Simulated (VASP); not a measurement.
# SnTe (F-43m) in VASP: single point with PBEsol

Aim: the single point of SnTe with PBEsol.

Program: VASP 6.6.1. These are calculated values, not measurements. Logs are shortened: lines on timing, memory, paths and dates and some standing lists are left out, and cuts for length are marked.

## (1) The cell of the first run

The structure is cubic, space group F-43m (No. 216). Conventional cell: a = 7.222 Å, b = 7.222 Å, c = 7.222 Å, α = 90.00°, β = 90.00°, γ = 90.00°. Within 4.1 Å of Sn (site symmetry -43m) lie 4 Te at 3.13 Å. Within 4.1 Å of Te (site symmetry -43m) lie 4 Sn at 3.13 Å.

## (2) Single point, PBEsol

The input, INCAR:

```
SYSTEM = SnTe
PREC = Accurate ; ENCUT = 500
EDIFF = 1E-6 ; ISMEAR = 0
SIGMA = 0.01 ; LREAL = .False.
LASPH = .True. ; NELM = 120
ALGO = Normal ; ISIF = 2
LWAVE = .False. ; LCHARG = .False.
GGA = PS ; NBANDS = 17
GGA_COMPAT = .False.
```

The input, KPOINTS:

```
regular mesh
0
Gamma
  3 3 3
  0 0 0
```

The input, POSCAR:

```
SnTe
1.0
    0.0000000000      3.6111460000      3.6111460000
    3.6111460000      0.0000000000      3.6111460000
    3.6111460000      3.6111460000      0.0000000000
Sn Te
1 1
Direct
    0.0000000000      0.0000000000      0.0000000000
    0.7500000000      0.7500000000      0.7500000000
```

Potentials or basis: VASP PAW PBE potentials, release 64 (Sn_d, Te).

Command:

```bash
$ cat potpaw_PBE.64/Sn_d/POTCAR potpaw_PBE.64/Te/POTCAR > POTCAR
$ mpirun -np 1 vasp_std > vasp.out
```

OUTCAR:

```text
SYSTEM = SnTe
   PREC = Accurate
   ENCUT = 500
   EDIFF = 1E-6
   ISMEAR = 0
   LREAL = .False.
   LASPH = .True.
   NELM = 120
   ISIF = 2
   GGA = PS

 ion  position               nearest neighbor table
   1  0.000  0.000  0.000-   2 3.13   2 3.13   2 3.13   2 3.13
   2  0.750  0.750  0.750-   1 3.13   1 3.13   1 3.13   1 3.13

  LATTYP: Found a face centered cubic cell.
 ALAT       =     7.2222920000

  Lattice vectors:

 A1 = (   0.0000000000,   3.6111460000,   3.6111460000)
 A2 = (   3.6111460000,   0.0000000000,   3.6111460000)
 A3 = (   3.6111460000,   3.6111460000,   0.0000000000)

Analysis of symmetry for initial positions (statically):
=====================================================================
 Subroutine PRICEL returns:
 Original cell was already a primitive cell.

 Routine SETGRP: Setting up the symmetry group for a
 face centered cubic supercell.

 Subroutine GETGRP returns: Found 24 space group operations
 (whereof 24 operations were pure point group operations)
 out of a pool of 48 trial point group operations.

The static configuration has the point symmetry T_d .

Analysis of symmetry for dynamics (positions and initial velocities):
=====================================================================
 Subroutine PRICEL returns:
 Original cell was already a primitive cell.

 Routine SETGRP: Setting up the symmetry group for a
 face centered cubic supercell.

 Subroutine GETGRP returns: Found 24 space group operations
 (whereof 24 operations were pure point group operations)
 out of a pool of 48 trial point group operations.

The dynamic configuration has the point symmetry T_d .

 Subroutine INISYM returns: Found 24 space group operations
 (whereof 24 operations are pure point group operations),
 and found     1 'primitive' translations

----------------------------------------------------------------------------------------

                                     Primitive cell

  volume of cell :      94.1814

  direct lattice vectors                    reciprocal lattice vectors
     0.000000000  3.611146000  3.611146000    -0.138460201  0.138460201  0.138460201
     3.611146000  0.000000000  3.611146000     0.138460201 -0.138460201  0.138460201
     3.611146000  3.611146000  0.000000000     0.138460201  0.138460201 -0.138460201

  length of vectors
     5.106931649  5.106931649  5.106931649     0.239820102  0.239820102  0.239820102

  position of ions in fractional coordinates (direct lattice)
     0.000000000  0.000000000  0.000000000
     0.750000000  0.750000000  0.750000000

  ion indices of the primitive-cell ions
   primitive index   ion index
                 1           1
                 2           2

----------------------------------------------------------------------------------------

 KPOINTS: regular mesh

Automatic generation of k-mesh.
 Grid dimensions read from file:
 generate k-points for:    3    3    3

 Generating k-lattice:

  Cartesian coordinates                     Fractional coordinates (reciprocal lattice)
    -0.046153400  0.046153400  0.046153400     0.333333333  0.000000000  0.000000000
     0.046153400 -0.046153400  0.046153400     0.000000000  0.333333333  0.000000000
     0.046153400  0.046153400 -0.046153400     0.000000000  0.000000000  0.333333333

  Length of vectors
     0.079940034  0.079940034  0.079940034

  Shift w.r.t. Gamma in fractional coordinates (k-lattice)
     0.000000000  0.000000000  0.000000000

 Subroutine IBZKPT returns following result:
 ===========================================

 Found      4 irreducible k-points:

 Following reciprocal coordinates:
            Coordinates               Weight
  0.000000  0.000000  0.000000      1.000000
  0.333333  0.000000  0.000000      8.000000
  0.333333  0.333333  0.000000      6.000000
 -0.333333  0.333333  0.000000     12.000000
   k-points           NKPTS =      4   k-points in BZ     NKDIM =      4   number of bands    NBANDS=     17
   number of dos      NEDOS =    301   number of ions     NIONS =      2
   total plane-waves  NPLWV =  64000
   dimension x,y,z NGX =    40 NGY =   40 NGZ =   40
   dimension x,y,z NGXF=    80 NGYF=   80 NGZF=   80
   ions per type =               1   1
   NGX,Y,Z   is equivalent  to a cutoff of  13.02, 13.02, 13.02 a.u.
   NGXF,Y,Z  is equivalent  to a cutoff of  26.04, 26.04, 26.04 a.u.
 SYSTEM =  SnTe
   PREC   = accura    normal or accurate (medium, high low for compatibility)
   ISTART =      0    job   : 0-new  1-cont  2-samecut
   ICHARG =      2    charge: 1-file 2-atom 10-const
   ISPIN  =      1    spin polarized calculation?
   LNONCOLLINEAR =      F non collinear calculations
   LSORBIT =      F    spin-orbit coupling
   LASPH  =      T    aspherical Exc in radial PAW
   ENCUT  =  500.0 eV  36.75 Ry    6.06 a.u.   9.31  9.31  9.31*2*pi/ulx,y,z
   NELM   =    120;   NELMIN=  2; NELMDL= -5     # of ELM steps
   EDIFF  = 0.1E-05   stopping-criterion for ELM
   LREAL  =      F    real-space projection
   EDIFFG = 0.1E-04   stopping-criterion for IOM
   NSW    =      0    number of steps for IOM
   IBRION =     -1    ionic relax: 0-MD 1-quasi-New 2-CG
   NFREE  =      0    steps in history (QN), initial steepest desc. (CG)
   ISIF   =      2    stress and relaxation
   ISYM   =      2    0-nonsym 1-usesym 2-fastsym
   POTIM  = 0.5000    time-step for ionic-motion
   TEBEG  =    0.0;   TEEND  =   0.0 temperature during run
   PSTRESS=    0.0 pullay stress
   NELECT =      20.0000    total number of electrons
   NUPDOWN=      -1.0000    fix difference up-down
   EMIN   =  10.00;   EMAX   =-10.00  energy-range for DOS
   EFERMI =   0.00;   METHOD = LEGACY
   ISMEAR =     0;   SIGMA  =   0.01  broadening in eV -4-tet -1-fermi 0-gaus
   EFERMI_NEDOS =   21; number of points for ismear=-14 and -15
   IALGO  =     38    algorithm
   IMIX   =      4    mixing-type and parameters
     AMIX     =   0.40;   BMIX     =  1.00
     AMIX_MAG =   1.60;   BMIX_MAG =  1.00
  volume/ion in A,a.u.               =      47.09       317.78
  Fermi-wavevector in a.u.,A,eV,Ry     =   0.976704  1.845704 12.979296  0.953951
  Thomas-Fermi vector in A             =   2.107344
   LORBIT       =      0    0 simple, 1 ext, 2 COOP (PROOUT), +10 PAW based schemes
   GGA     = PS    functional components
   LHFCALC =     F    Hartree Fock is set to
   AEXX    =    0.0000 exact exchange contribution
   IVDW    =     0    specifies the selected vdW correction
   LEPSILON=     F    determine dielectric tensor
   LRPA    =     F    only Hartree local field effects (RPA)
 non-spin polarized calculation
 Gauss-broadening in eV      SIGMA  =   0.01
  energy-cutoff  :      500.00
  volume of cell :       94.18
 maximum number of plane-waves:      2421
 NGX is ok and might be reduce to    40
   NGX = 19   NGY = 19   NGZ = 19

 number of electron      19.9999999 magnetization

 Free energy of the ion-electron system (eV)
  ---------------------------------------------------
  ext. energy  EPLUGINS =         0.00000000
  ---------------------------------------------------
  free energy    TOTEN  =        -7.72101722 eV

  energy without entropy =       -7.72101722  energy(sigma->0) =       -7.72101722

 E-fermi :   2.4762     XC(G=0):  -7.6590

 val. band max:        2.4110178804   @ k =  -0.3333   0.3333   0.0000
 cond. band min:       3.1949606352   @ k =   0.3333   0.3333   0.0000
 fundamental gap:      0.7839427549
 Fermi energy:         2.4762326799

 k-point     1 :       0.0000    0.0000    0.0000
  band No.  band energies     occupation
      1     -18.6940      2.00000
      2     -18.6940      2.00000
      3     -18.6940      2.00000
      4     -18.6842      2.00000
      5     -18.6842      2.00000
      6      -8.5705      2.00000
[... 9 lines left out ...]
     16       9.4361      0.00000
     17      10.5411      0.00000

 k-point     2 :       0.3333    0.0000    0.0000
  band No.  band energies     occupation
      1     -18.6950      2.00000
      2     -18.6930      2.00000
      3     -18.6930      2.00000
      4     -18.6841      2.00000
      5     -18.6841      2.00000
      6      -8.1938      2.00000
[... 9 lines left out ...]
     16       9.0447      0.00000
     17      10.2524      0.00000

 k-point     3 :       0.3333    0.3333    0.0000
  band No.  band energies     occupation
      1     -18.6966      2.00000
      2     -18.6919      2.00000
      3     -18.6919      2.00000
      4     -18.6848      2.00000
      5     -18.6836      2.00000
      6      -8.0525      2.00000
[... 9 lines left out ...]
     16      10.5045      0.00000
     17      12.3714      0.00000

 k-point     4 :      -0.3333    0.3333    0.0000
  band No.  band energies     occupation
      1     -18.6961      2.00000
      2     -18.6921      2.00000
      3     -18.6918      2.00000
      4     -18.6844      2.00000
      5     -18.6839      2.00000
      6      -7.8780      2.00000
[... 9 lines left out ...]
     16      10.2143      0.00000
     17      11.8773      0.00000

------------------------ aborting loop because EDIFF is reached ----------------------------------------

  FORCE on cell =-STRESS in cart. coord.  units (eV):
  Direction    XX          YY          ZZ          XY          YZ          ZX
  --------------------------------------------------------------------------------------
  -------------------------------------------------------------------------------------
  Total       -1.3099753     -1.3099753     -1.3099753      0.0000000      0.0000000      0.0000000
  in kB      -22.2847897    -22.2847897    -22.2847897      0.0000000      0.0000000      0.0000000
  external PRESSURE =     -22.2847897 kB  Pullay stress =       0.0000000 kB

 VOLUME and BASIS-vectors are now :
 -----------------------------------------------------------------------------
  energy-cutoff  :      500.00
  volume of cell :       94.18
      direct lattice vectors                 reciprocal lattice vectors
     0.000000000  3.611146000  3.611146000    -0.138460201  0.138460201  0.138460201
     3.611146000  0.000000000  3.611146000     0.138460201 -0.138460201  0.138460201
     3.611146000  3.611146000  0.000000000     0.138460201  0.138460201 -0.138460201

 POSITION                                       TOTAL-FORCE (eV/Angst)
 -----------------------------------------------------------------------------------
      0.00000      0.00000      0.00000         0.000000      0.000000      0.000000
      5.41672      5.41672      5.41672        -0.000000     -0.000000     -0.000000
 -----------------------------------------------------------------------------------
    total drift:                                0.000000      0.000000      0.000000

  FREE ENERGIE OF THE ION-ELECTRON SYSTEM (eV)
  ---------------------------------------------------
  free  energy   TOTEN  =        -7.7210172181 eV

  energy  without entropy=       -7.7210172181  energy(sigma->0) =       -7.72101722
```

It took 16 s on 1 thread of AMD EPYC 7R13, shared host; peak memory 0.2 GiB.

What came out:

```yaml
Free_energy: -7.7210 eV
Pressure: -2.2 GPa
Band_gap_on_the_k_mesh: 0.78 eV, indirect (least direct gap 0.94 eV)
```

Levels at points of the mesh, in eV from the valence-band top:
| k point | band 6 | band 7 | band 8 | band 9 | band 10 | band 11 | band 12 | band 13 | band 14 | band 15 |
| --- | --- | --- | --- | --- | --- | --- | --- | --- | --- | --- |
| (0.00, 0.00, 0.00) | -10.98 | -4.63 | -1.35 | -1.35 | -1.35 | 1.60 | 1.60 | 1.60 | 4.56 | 7.03 |

Caveat: the k points lie up to 0.50 Å⁻¹ apart; the PAW data sets were made with another functional, which shifts forces and pressure a little; spin-orbit coupling is left out, which moves the levels of the heavy elements.
